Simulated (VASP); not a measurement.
# C (a cell with a defect) in VASP: single point with PBEsol

Aim: the single point of C (a cell with a defect) with PBEsol.

All numbers are computed with VASP 6.6.1; they aren't measurements. Logs are shortened: lines on timing, memory, paths and dates and some standing lists are left out, and cuts for length are marked.

## (1) The cell of the first run

The cell holds a defect, 63 atoms: a = 7.140 Å, b = 7.140 Å, c = 7.140 Å, α = 90.00°, β = 90.00°, γ = 90.00°.

## (2) Single point, PBEsol

The input, INCAR:

```
PREC = Accurate
ENCUT = 520
EDIFF = 1E-6
ISMEAR = 0
SIGMA = 0.05
LREAL = Auto
LASPH = T
NELM = 120
ALGO = Normal
ISIF = 2
LWAVE = F
LCHARG = T
GGA = PS
LELF = T
LVHAR = T
NELECT = 254.0
NBANDS = 163
GGA_COMPAT = F
```

The input, KPOINTS:

```
regular mesh
0
Gamma
  2 2 2
```

The input, POSCAR:

```
C
1.0
    7.1400000000      0.0000000000      0.0000000000
    0.0000000000      7.1400000000      0.0000000000
    0.0000000000      0.0000000000      7.1400000000
C
63
Direct
    0.4981663866     -0.0009131653      0.0010834734
    0.6243627451      0.1263602241      0.1236668067
    0.7495889356      0.2502945378      0.0000443978
    0.8761521008      0.3762422969      0.1267649860
    0.7500869748      0.0045736695      0.2469628852
    0.8760061625      0.1264211485      0.3703843137
   -0.0012973389     -0.0023843137     -0.0037064426
    0.1244487395      0.1238492997      0.1229470588
    0.2491992997      0.2486679272     -0.0007585434
    0.3755750700      0.3751453782      0.1256463585
    0.5014600840      0.5007942577      0.0024568627
    0.6281116246      0.6273768908      0.1283070028
    0.7513598039      0.7507521008     -0.0009929972
    0.8753782913      0.8749488796      0.1232309524
    0.2516152661     -0.0005138655      0.2486070028
    0.3743871148      0.1254740896      0.3751219888
    0.5005612045      0.2516549020      0.2508029412
    0.6266481793      0.3780379552      0.3772159664
    0.7528226891      0.5059500000      0.2556827731
    0.8841114846      0.6350603641      0.3812794118
    0.4999301120      0.0032978992      0.5009179272
    0.6219546218      0.1266116246      0.6278533613
    0.7501675070      0.2503208683      0.5003382353
    0.8742063025      0.3752250700      0.6243170868
    0.7353182073      0.0014983193      0.7507771709
    0.8709739496      0.1193124650      0.8695319328
   -0.0002561625      0.4972205882      0.0010350140
    0.1270983193      0.6237364146      0.1242830532
    0.2524495798      0.7489749300      0.0021047619
    0.3781624650      0.8752277311      0.1281970588
    0.0003372549      0.2514085434      0.2483724090
    0.1256647059      0.3748351541      0.3754334734
    0.2522172269      0.5003478992      0.2512399160
    0.3784162465      0.6265201681      0.3778162465
    0.5074294118      0.7523628852      0.2569738095
    0.6358156863      0.8852183473      0.3829854342
   -0.0070175070     -0.0071040616      0.4833483193
    0.1160764706      0.1157019608      0.6223257703
    0.2474278711      0.2473301120      0.4998247899
    0.3743245098      0.3738154062      0.6267959384
    0.5035925770      0.5034063025      0.5032750700
    0.6282177871      0.6291260504      0.6332047619
    0.7903232493      0.7983442577      0.5225791317
    0.2462166667     -0.0035298319      0.7484032213
    0.3725620448      0.1233746499      0.8741799720
    0.4975887955      0.2511420168      0.7504455182
    0.6251240896      0.3751410364      0.8764054622
    0.7498014006      0.5005537815      0.7517708683
    0.8784390756      0.6233990196      0.8750410364
    0.0041907563      0.7492149860      0.2471243697
    0.1259263305      0.8753659664      0.3708494398
    0.0024683473      0.5011864146      0.5009869748
    0.1265018207      0.6228175070      0.6289095238
    0.2500670868      0.7500441176      0.5008309524
    0.3747563025      0.8741806723      0.6247233894
   -0.0033138655      0.2455593838      0.7475509804
    0.1236817927      0.3717542017      0.8738991597
    0.2513159664      0.4968257703      0.7502652661
    0.3753053221      0.6241537815      0.8769854342
    0.4994380952      0.7488401961      0.7522284314
    0.6229581232      0.8767522409      0.8747054622
    0.0064422969      0.7360106443      0.7555925770
    0.1222359944      0.8697859944      0.8720574230
```

Potentials or basis: VASP PAW PBE potentials, release 64 (C).

Launch:

```console
cat potpaw_PBE.64/C/POTCAR > POTCAR
mpirun -np 1 vasp_std > vasp.out
```

OUTCAR:

```text
PREC = Accurate
   ENCUT = 520
   EDIFF = 1E-6
   ISMEAR = 0
   LREAL = Auto
   LASPH = T
   NELM = 120
   ISIF = 2
   GGA = PS
   NELECT = 254.0

 ion  position               nearest neighbor table
   1  0.498  0.999  0.001-  30 1.53  61 1.54   2 1.55  45 1.55
   2  0.624  0.126  0.124-   5 1.53   3 1.54   1 1.55  17 1.55
   3  0.750  0.250  0.000-   2 1.54  47 1.54   4 1.56  26 1.58
   4  0.876  0.376  0.127-  27 1.53  31 1.53   3 1.56  19 1.57
   5  0.750  0.005  0.247-  36 1.53   2 1.53   6 1.53  14 1.56
   6  0.876  0.126  0.370-  37 1.50   5 1.53  31 1.53  23 1.57
[... 16 lines left out ...]
  23  0.750  0.250  0.500-  24 1.54  18 1.54  22 1.56   6 1.57
  24  0.874  0.375  0.624-  23 1.54  56 1.55  48 1.55  52 1.56
  25  0.735  0.001  0.751-  61 1.49  22 1.49  26 1.54
  26  0.871  0.119  0.870-  25 1.54  56 1.54   7 1.55   3 1.58
  27  1.000  0.497  0.001-   4 1.53  49 1.54  57 1.55  28 1.55
  28  0.127  0.624  0.124-  50 1.53  29 1.54  33 1.55  27 1.55
  29  0.252  0.749  0.002-  28 1.54  59 1.54  30 1.56  63 1.57
  30  0.378  0.875  0.128-   1 1.53  15 1.53  29 1.56  35 1.57
  31  0.000  0.251  0.248-   4 1.53   6 1.53  32 1.55   8 1.55
[... 28 lines left out ...]
  60  0.499  0.749  0.752-  42 1.52  59 1.54  61 1.54  55 1.56
  61  0.623  0.877  0.875-  25 1.49   1 1.54  60 1.54  13 1.56
  62  0.006  0.736  0.756-  53 1.49  49 1.49  63 1.51
  63  0.122  0.870  0.872-  62 1.51  44 1.54   7 1.55  29 1.57

  LATTYP: Found a simple cubic cell.
 ALAT       =     7.1400000000

  Lattice vectors:

 A1 = (   7.1400000000,   0.0000000000,   0.0000000000)
 A2 = (   0.0000000000,   7.1400000000,   0.0000000000)
 A3 = (   0.0000000000,   0.0000000000,   7.1400000000)

Analysis of symmetry for initial positions (statically):
=====================================================================
 Subroutine PRICEL returns:
 Original cell was already a primitive cell.

 Routine SETGRP: Setting up the symmetry group for a
 simple cubic supercell.

 Subroutine GETGRP returns: Found  1 space group operations
 (whereof  1 operations were pure point group operations)
 out of a pool of 48 trial point group operations.

The static configuration has the point symmetry C_1 .

Analysis of symmetry for dynamics (positions and initial velocities):
=====================================================================
 Subroutine PRICEL returns:
 Original cell was already a primitive cell.

 Routine SETGRP: Setting up the symmetry group for a
 simple cubic supercell.

 Subroutine GETGRP returns: Found  1 space group operations
 (whereof  1 operations were pure point group operations)
 out of a pool of 48 trial point group operations.

The dynamic configuration has the point symmetry C_1 .

 Subroutine INISYM returns: Found  1 space group operations
 (whereof  1 operations are pure point group operations),
 and found     1 'primitive' translations

----------------------------------------------------------------------------------------

                                     Primitive cell

  volume of cell :     363.9943

  direct lattice vectors                    reciprocal lattice vectors
     7.140000000  0.000000000  0.000000000     0.140056022  0.000000000  0.000000000
     0.000000000  7.140000000  0.000000000     0.000000000  0.140056022  0.000000000
     0.000000000  0.000000000  7.140000000     0.000000000  0.000000000  0.140056022

  length of vectors
     7.140000000  7.140000000  7.140000000     0.140056022  0.140056022  0.140056022

  position of ions in fractional coordinates (direct lattice)
     0.498166387  0.999086835  0.001083473
     0.624362745  0.126360224  0.123666807
     0.749588936  0.250294538  0.000044398
     0.876152101  0.376242297  0.126764986
     0.750086975  0.004573669  0.246962885
     0.876006162  0.126421149  0.370384314
[... 55 lines left out ...]
     0.006442297  0.736010644  0.755592577
     0.122235994  0.869785994  0.872057423

  ion indices of the primitive-cell ions
   primitive index   ion index
                 1           1
                 2           2
                 3           3
                 4           4
                 5           5
                 6           6
[... 55 lines left out ...]
                62          62
                63          63

----------------------------------------------------------------------------------------

 KPOINTS: regular mesh

Automatic generation of k-mesh.
 Grid dimensions read from file:
 generate k-points for:    2    2    2

 Generating k-lattice:

  Cartesian coordinates                     Fractional coordinates (reciprocal lattice)
     0.070028011  0.000000000  0.000000000     0.500000000  0.000000000  0.000000000
     0.000000000  0.070028011  0.000000000     0.000000000  0.500000000  0.000000000
     0.000000000  0.000000000  0.070028011     0.000000000  0.000000000  0.500000000

  Length of vectors
     0.070028011  0.070028011  0.070028011

  Shift w.r.t. Gamma in fractional coordinates (k-lattice)
     0.000000000  0.000000000  0.000000000

 Subroutine IBZKPT returns following result:
 ===========================================

 Found      8 irreducible k-points:

 Following reciprocal coordinates:
            Coordinates               Weight
  0.000000  0.000000  0.000000      1.000000
  0.500000  0.000000  0.000000      1.000000
  0.000000  0.500000  0.000000      1.000000
  0.000000  0.000000  0.500000      1.000000
  0.500000  0.500000  0.000000      1.000000
  0.000000  0.500000  0.500000      1.000000
  0.500000  0.000000  0.500000      1.000000
  0.500000  0.500000  0.500000      1.000000
   k-points           NKPTS =      8   k-points in BZ     NKDIM =      8   number of bands    NBANDS=    163
   number of dos      NEDOS =    301   number of ions     NIONS =     63
   total plane-waves  NPLWV = 157464
   dimension x,y,z NGX =    54 NGY =   54 NGZ =   54
   dimension x,y,z NGXF=   108 NGYF=  108 NGZF=  108
   ions per type =              63
   NGX,Y,Z   is equivalent  to a cutoff of  12.57, 12.57, 12.57 a.u.
   NGXF,Y,Z  is equivalent  to a cutoff of  25.15, 25.15, 25.15 a.u.
 SYSTEM =  unknown system
   PREC   = accura    normal or accurate (medium, high low for compatibility)
   ISTART =      0    job   : 0-new  1-cont  2-samecut
   ICHARG =      2    charge: 1-file 2-atom 10-const
   ISPIN  =      1    spin polarized calculation?
   LNONCOLLINEAR =      F non collinear calculations
   LSORBIT =      F    spin-orbit coupling
   LASPH  =      T    aspherical Exc in radial PAW
   ENCUT  =  520.0 eV  38.22 Ry    6.18 a.u.  13.28 13.28 13.28*2*pi/ulx,y,z
   NELM   =    120;   NELMIN=  2; NELMDL= -5     # of ELM steps
   EDIFF  = 0.1E-05   stopping-criterion for ELM
   LREAL  =      T    real-space projection
   EDIFFG = 0.1E-04   stopping-criterion for IOM
   NSW    =      0    number of steps for IOM
   IBRION =     -1    ionic relax: 0-MD 1-quasi-New 2-CG
   NFREE  =      0    steps in history (QN), initial steepest desc. (CG)
   ISIF   =      2    stress and relaxation
   ISYM   =      2    0-nonsym 1-usesym 2-fastsym
   POTIM  = 0.5000    time-step for ionic-motion
   TEBEG  =    0.0;   TEEND  =   0.0 temperature during run
   PSTRESS=    0.0 pullay stress
   NELECT =     254.0000    total number of electrons
   NUPDOWN=      -1.0000    fix difference up-down
   EMIN   =  10.00;   EMAX   =-10.00  energy-range for DOS
   EFERMI =   0.00;   METHOD = LEGACY
   ISMEAR =     0;   SIGMA  =   0.05  broadening in eV -4-tet -1-fermi 0-gaus
   EFERMI_NEDOS =   21; number of points for ismear=-14 and -15
   IALGO  =     38    algorithm
   IMIX   =      4    mixing-type and parameters
     AMIX     =   0.40;   BMIX     =  1.00
     AMIX_MAG =   1.60;   BMIX_MAG =  1.00
  volume/ion in A,a.u.               =       5.78        38.99
  Fermi-wavevector in a.u.,A,eV,Ry     =   1.452071  2.744016 28.688024  2.108510
  Thomas-Fermi vector in A             =   2.569495
   LORBIT       =      0    0 simple, 1 ext, 2 COOP (PROOUT), +10 PAW based schemes
   GGA     = PS    functional components
   LHFCALC =     F    Hartree Fock is set to
   AEXX    =    0.0000 exact exchange contribution
   IVDW    =     0    specifies the selected vdW correction
   LEPSILON=     F    determine dielectric tensor
   LRPA    =     F    only Hartree local field effects (RPA)
 non-spin polarized calculation
 Gauss-broadening in eV      SIGMA  =   0.05
  energy-cutoff  :      520.00
  volume of cell :      363.99
 maximum number of plane-waves:      9808
 NGX is ok and might be reduce to    54
   NGX = 27   NGY = 27   NGZ = 27

 number of electron     253.9999999 magnetization

 Free energy of the ion-electron system (eV)
  ---------------------------------------------------
  ext. energy  EPLUGINS =         0.00000000
  ---------------------------------------------------
  free energy    TOTEN  =      -575.30620074 eV

  energy without entropy =     -575.30620074  energy(sigma->0) =     -575.30620074

 E-fermi :  12.1301     XC(G=0): -13.3867

 val. band max:       11.9445268457   @ k =   0.0000   0.0000   0.0000
 cond. band min:      12.3157835981   @ k =   0.0000   0.5000   0.0000
 fundamental gap:      0.3712567523
 Fermi energy:        12.1301211565

 k-point     1 :       0.0000    0.0000    0.0000
  band No.  band energies     occupation
      1     -12.0487      2.00000
      2      -9.8969      2.00000
      3      -9.8412      2.00000
      4      -9.8286      2.00000
      5      -9.7983      2.00000
      6      -9.6731      2.00000
[... 1125 lines left out ...]
    138      15.2259      0.00000
    139      15.2556      0.00000
 [bands above 139 left out]

------------------------ aborting loop because EDIFF is reached ----------------------------------------

  FORCE on cell =-STRESS in cart. coord.  units (eV):
  Direction    XX          YY          ZZ          XY          YZ          ZX
  --------------------------------------------------------------------------------------
  -------------------------------------------------------------------------------------
  Total       13.1948580     10.3787666     17.2366566    -13.9780784    -11.8889567     -9.9505139
  in kB       58.0792059     45.6837443     75.8698063    -61.5266710    -52.3310793    -43.7987241
  external PRESSURE =      59.8775855 kB  Pullay stress =       0.0000000 kB

 VOLUME and BASIS-vectors are now :
 -----------------------------------------------------------------------------
  energy-cutoff  :      520.00
  volume of cell :      363.99
      direct lattice vectors                 reciprocal lattice vectors
     7.140000000  0.000000000  0.000000000     0.140056022  0.000000000  0.000000000
     0.000000000  7.140000000  0.000000000     0.000000000  0.140056022  0.000000000
     0.000000000  0.000000000  7.140000000     0.000000000  0.000000000  0.140056022

 POSITION                                       TOTAL-FORCE (eV/Angst)
 -----------------------------------------------------------------------------------
      3.55691      7.13348      0.00774        -0.021471      0.014574      0.035454
      4.45795      0.90221      0.88298        -0.001080      0.001198      0.025372
      5.35207      1.78710      0.00032         0.034736      0.064339      0.041793
      6.25573      2.68637      0.90510         0.001650      0.035319      0.043535
      5.35562      0.03266      1.76332         0.021256     -0.031363      0.007972
      6.25468      0.90265      2.64454         0.028948     -0.050127      0.061902
[... 55 lines left out ...]
      0.04600      5.25512      5.39493         0.092787     -0.055064      0.133315
      0.87277      6.21027      6.22649        -0.008160     -0.003815      0.007395
 -----------------------------------------------------------------------------------
    total drift:                               -0.016015      0.011306      0.011552

  FREE ENERGIE OF THE ION-ELECTRON SYSTEM (eV)
  ---------------------------------------------------
  free  energy   TOTEN  =      -575.3062007439 eV

  energy  without entropy=     -575.3062007366  energy(sigma->0) =     -575.30620074
```

Wall time 18 min (1 thread of Intel Xeon Platinum 8375C at 2.90GHz (Ice Lake), shared host); peak memory 0.56 GiB.

What came out:

* Free energy: -575.3062 eV
* Largest force: 1.916 eV/Å

Forces on the atoms (eV/Å):
```
C   -0.021  0.015  0.035
C   -0.001  0.001  0.025
C    0.035  0.064  0.042
C    0.002  0.035  0.044
C    0.021 -0.031  0.008
C    0.029 -0.050  0.062
C    0.007  0.013  0.004
C   -0.014 -0.005  0.009
C    0.001  0.002  0.004
C   -0.008  0.002 -0.018
C    0.008  0.008 -0.017
C   -0.017  0.008 -0.028
C    0.008  0.012  0.002
C    0.016  0.022  0.009
C    0.022  0.013 -0.015
C    0.033 -0.001  0.007
C    0.009  0.006  0.015
C    0.011 -0.012 -0.001
C   -0.010 -0.004 -0.017
C   -0.179  0.159  0.147
C    0.020 -0.034  0.027
C    0.054 -0.041  0.036
C    0.022 -0.042  0.024
C    0.037 -0.004  0.025
C   -0.058  0.192  0.305
C   -0.023  0.034  0.059
C    0.006  0.001  0.040
C   -0.017 -0.002  0.028
C    0.016  0.047  0.004
C   -0.015  0.006 -0.007
C   -0.007  0.006  0.006
C   -0.024  0.033 -0.002
C   -0.005  0.009  0.005
C   -0.020  0.011 -0.023
C   -0.080  0.031 -0.085
C   -0.088 -0.186 -0.107
C    0.238  0.167 -0.048
C    0.037  0.021 -0.012
C    0.057  0.064  0.020
C    0.072  0.073  0.005
C    0.057  0.053 -0.042
C    0.331  0.314 -0.177
C   -0.967 -1.448 -0.801
C    0.009  0.011  0.009
C    0.007  0.007  0.008
C    0.007  0.024 -0.010
C   -0.012  0.044 -0.032
C    0.095  0.015  0.024
C    0.045  0.008  0.047
C   -0.005  0.067  0.012
C    0.024  0.049  0.023
C   -0.001  0.009  0.056
C   -0.002  0.027  0.034
C   -0.015  0.013  0.005
C    0.013  0.027  0.010
C    0.009  0.008  0.020
C    0.009  0.006  0.008
C    0.036  0.006 -0.002
C    0.049 -0.009 -0.035
C    0.039  0.112  0.008
C    0.012  0.074  0.078
C    0.093 -0.055  0.133
C   -0.008 -0.004  0.007
```

Levels at points of the mesh, in eV from the Fermi level:
| k point | band 123 | band 124 | band 125 | band 126 | band 127 | band 128 | band 129 | band 130 | band 131 | band 132 |
| --- | --- | --- | --- | --- | --- | --- | --- | --- | --- | --- |
| (0.00, 0.00, 0.00) | -3.32 | -3.30 | -3.07 | -0.58 | -0.19 | 0.44 | 1.39 | 1.50 | 1.55 | 1.59 |
| (0.50, 0.00, 0.00) | -4.42 | -4.20 | -3.96 | -1.05 | -0.63 | 0.21 | 1.27 | 1.44 | 2.30 | 2.55 |
| (0.00, 0.50, 0.00) | -4.41 | -4.14 | -3.98 | -1.09 | -0.61 | 0.19 | 1.30 | 1.46 | 2.31 | 2.56 |
| (0.00, 0.00, 0.50) | -4.41 | -4.36 | -3.96 | -1.03 | -0.63 | 0.28 | 1.17 | 1.41 | 2.26 | 2.45 |
| (0.50, 0.50, 0.00) | -4.10 | -3.54 | -3.43 | -1.36 | -0.44 | 0.44 | 2.45 | 2.72 | 2.75 | 2.89 |
| (0.00, 0.50, 0.50) | -4.14 | -3.47 | -3.41 | -1.15 | -0.60 | 0.37 | 2.65 | 2.71 | 2.75 | 2.90 |
| (0.50, 0.00, 0.50) | -4.13 | -3.46 | -3.38 | -0.98 | -0.73 | 0.30 | 2.69 | 2.75 | 2.78 | 2.94 |
| (0.50, 0.50, 0.50) | -4.39 | -4.28 | -3.93 | -0.93 | -0.43 | 0.48 | 2.58 | 2.91 | 2.97 | 2.98 |

Caveat: the k points lie up to 0.44 Å⁻¹ apart; the cell carries a net charge on a neutralising background, which shifts energy and pressure; the cell is charged against a uniform background, so pressure and absolute levels hang on convention; the PAW data sets were made with another functional, which shifts forces and pressure a little.
